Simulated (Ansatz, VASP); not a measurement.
## Two plane-wave programs on ZrSnSe3

Contents of INCAR:

```
SYSTEM = ZrSnSe3
PREC = Accurate
ENCUT = 600
EDIFF = 1E-7
ISMEAR = 0
SIGMA = 0.1
LREAL = .FALSE.
LASPH = .TRUE.
NELM = 80
ALGO = Normal
ISIF = 3
LWAVE = .FALSE.
LCHARG = .FALSE.
GGA = PE
IBRION = 2
NSW = 90
EDIFFG = -0.04
```

File KPOINTS:

```
regular mesh
0
G
  4 4 4
  0 0 0
```

The input POSCAR:

```
ZrSnSe3
1.0
    4.9234700900      0.0000000000      0.0000000000
    0.0000000000      4.9234700900      0.0000000000
    0.0000000000      0.0000000000      4.9162457900
Zr Sn Se
1 1 3
Direct
    0.5000000000      0.5000000000      0.4850699900
    0.0000000000      0.0000000000      0.9967579800
    0.5000000000      0.0000000000      0.4853650000
    0.5000000000      0.5000000000      0.9850419800
    0.0000000000      0.5000000000      0.4853650000
```

Input for Ansatz:

```yaml
crystal:
  lattice:
    - [4.92347009, 0.0, 0.0]
    - [0.0, 4.92347009, 0.0]
    - [0.0, 0.0, 4.91624579]
  atoms:
    - { symbol: Zr, position: [0.5, 0.5, 0.48506999] }
    - { symbol: Sn, position: [0.0, 0.0, 0.99675798] }
    - { symbol: Se, position: [0.5, 0.0, 0.485365] }
    - { symbol: Se, position: [0.5, 0.5, 0.98504198] }
    - { symbol: Se, position: [0.0, 0.5, 0.485365] }
basis:
  ecutwfc: 420
kpoints:
  mp_grid: { grid: [4, 4, 4] }
hamiltonian:
  xc: pbe
scf:
  occupations: { method: gaussian, width: 0.1 }
  lower_state_search: "off"
output:
  forces: true
  stress: true
  eigenvalues: true
relax:
  adjacent_minimum: "off"
  f_tol: 0.04
  max_steps: 70
  cell: { stress_tol: 0.4 }
```

Change from the starting cell: species swapped into the KCrCl3 type (P4mm, No. 99).

Alike in both runs: task relaxation of cell and atoms; functional PBE; k mesh 4 × 4 × 4; occupations gaussian, width 0.1 eV; no spin polarisation.

|  | VASP | Ansatz |
| --- | --- | --- |
| version | VASP 6.6.1 | Ansatz 0.2.0 |
| potentials or method | VASP PAW PBE potentials, release 64 (Zr_sv, Sn_d, Se), cutoff 600 eV | scalar-relativistic, plane waves, PAW |
| valence electrons in the cell | 44 | 74 |

```csv
,VASP,Ansatz,Ansatz less VASP
"gap on the k mesh at the Fermi level, each at its own relaxed structure (eV)",0.91,0.91,-0.002
relaxed volume (Å³/atom),31.25,31.36,+0.101
relaxed length of the cell vector where the two differ most in proportion (Å),6.054,6.128,+0.0739
```

VASP's potentials hold 44 valence electrons a cell and Ansatz's 74, so a difference there can come from the potentials and not from the codes.

Noted on VASP's run: the volume moved by over 15 % at a fixed basis, so the end points are rough.
